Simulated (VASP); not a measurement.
# Si12BH5Cl2: single point with PBE+D3(BJ)

System: Si12BH5Cl2, a slab with vacuum.

```
Si H Cl B
1.0
     7.66719    0.00000    0.00000
     0.00000    7.66719    0.00000
     0.00000    0.00000   29.86790
Si H Cl B
24 10 4 2
Cartesian
  3.1168 1.9168 9.9270
  3.1168 5.7504 9.9270
  0.7168 1.9168 9.9270
  0.7168 5.7504 9.9270
  3.8336 3.8336 11.2824
  3.8336 0.0000 11.2824
  0.0000 3.8336 11.2824
  0.0000 0.0000 11.2824
  5.7504 3.8336 12.6378
  5.7504 0.0000 12.6378
  1.9168 3.8336 12.6378
  1.9168 0.0000 12.6378
  5.7517 5.7504 13.9227
  5.7494 1.9168 13.9268
  1.9175 5.7503 14.0553
  1.9172 1.9169 14.0582
  -0.0668 5.7473 15.3552
  -0.0677 1.9168 15.3600
  3.9027 5.7511 15.3532
  3.9009 1.9181 15.3623
  6.9538 -0.0042 16.5567
  6.9582 3.8342 16.5658
  4.5418 -0.0023 16.5630
  4.5460 3.8384 16.5613
  7.4790 -0.0165 17.9634
  7.4842 3.8374 17.9728
  4.0203 -0.0117 17.9710
  4.0225 3.8520 17.9668
  1.6482 1.6896 18.9909
  1.8326 1.7650 20.9529
  3.5052 1.9856 19.8024
  2.0577 3.4902 19.8739
  1.4220 -0.0365 20.0748
  -0.0270 1.4675 20.1524
  3.8421 1.9165 7.9950
  3.8419 5.7503 7.9950
  -0.0084 1.9169 7.9949
  -0.0086 5.7506 7.9951
  2.3651 2.3344 19.8916
  1.1124 1.1185 20.0540
```

```json
{
  "Program": "VASP 6.6.1",
  "Task": "single point",
  "Functional": "PBE",
  "Dispersion": "D3(BJ)",
  "Potentials or basis": "VASP PAW PBE potentials, release 64 (Si, H, Cl, B)",
  "Cutoff": "420 eV",
  "k mesh": "2 × 2 × 1",
  "Occupations": "gaussian, width 0.05 eV",
  "Spin": "no spin polarisation",
  "Dipole correction": "yes",
  "Further INCAR settings": "LREAL = Auto; ALGO = Normal; EDIFF = 1e-06; NBANDS = 96; NELMDL = -8"
}
```

| Property | Result |
| --- | --- |
| Largest force | 1.407 eV/Å |
| Band gap on the k mesh | 0.79 eV (least direct gap 0.91 eV) |
| Dispersion energy per atom | -0.172 eV |

Forces in eV/Å, atoms in the order of the input:
```
Si   0.678  0.001  1.090
Si   0.679 -0.001  1.093
Si  -0.677 -0.001  1.090
Si  -0.679  0.000  1.093
Si  -0.911 -0.005 -1.072
Si  -0.911  0.003 -1.071
Si   0.911 -0.006 -1.072
Si   0.911  0.007 -1.072
Si  -0.002 -0.012 -0.948
Si   0.006  0.013 -0.947
Si   0.001 -0.005  0.834
Si  -0.001  0.006  0.835
Si   0.000 -0.003 -0.004
Si   0.001  0.000 -0.004
Si   0.000 -0.001  0.003
Si   0.000  0.000  0.005
Si  -0.005  0.002 -0.002
Si  -0.002  0.000 -0.002
Si   0.004  0.000  0.001
Si   0.004  0.000 -0.001
Si   0.005 -0.002  0.000
Si   0.003  0.000  0.000
Si  -0.003 -0.002  0.005
Si  -0.002  0.001  0.006
H   -0.007  0.000 -0.012
H   -0.006  0.001 -0.008
H    0.003  0.000 -0.006
H    0.002  0.000 -0.006
H   -0.001 -0.001 -0.028
H    0.000  0.005  0.027
H    0.013 -0.002 -0.004
H   -0.002  0.011 -0.004
H    0.000 -0.016 -0.003
H   -0.015  0.002 -0.003
Cl  -0.016  0.000  0.043
Cl  -0.016  0.000  0.043
Cl   0.017  0.000  0.043
Cl   0.017  0.000  0.043
B    0.014  0.011  0.006
B   -0.011 -0.008  0.011
```

Levels at points of the mesh, in eV from the valence-band top:
```csv
k point,band 66,band 67,band 68,band 69,band 70,band 71,band 72,band 73,band 74,band 75
"(0.00, 0.00, 0.00)",-1.14,-0.93,-0.88,-0.35,-0.13,0.79,1.02,1.06,1.18,1.46
"(0.50, 0.00, 0.00)",-1.31,-1.24,-1.01,-0.19,0.00,1.06,1.34,1.37,1.42,1.79
"(0.00, 0.50, 0.00)",-1.38,-1.20,-1.20,-0.99,-0.98,1.68,1.69,1.87,1.88,2.08
"(0.50, 0.50, 0.00)",-1.46,-1.17,-1.17,-1.17,-1.17,1.52,1.53,1.70,1.71,2.39
```

It took 36 min on 1 thread of Intel(R) Xeon(R) Platinum 8375C CPU @ 2.90GHz (Ice Lake) (shared host), peak memory 1.2 GiB.

Caveat: semilocal functionals underestimate gaps, and a narrow one can read as zero.
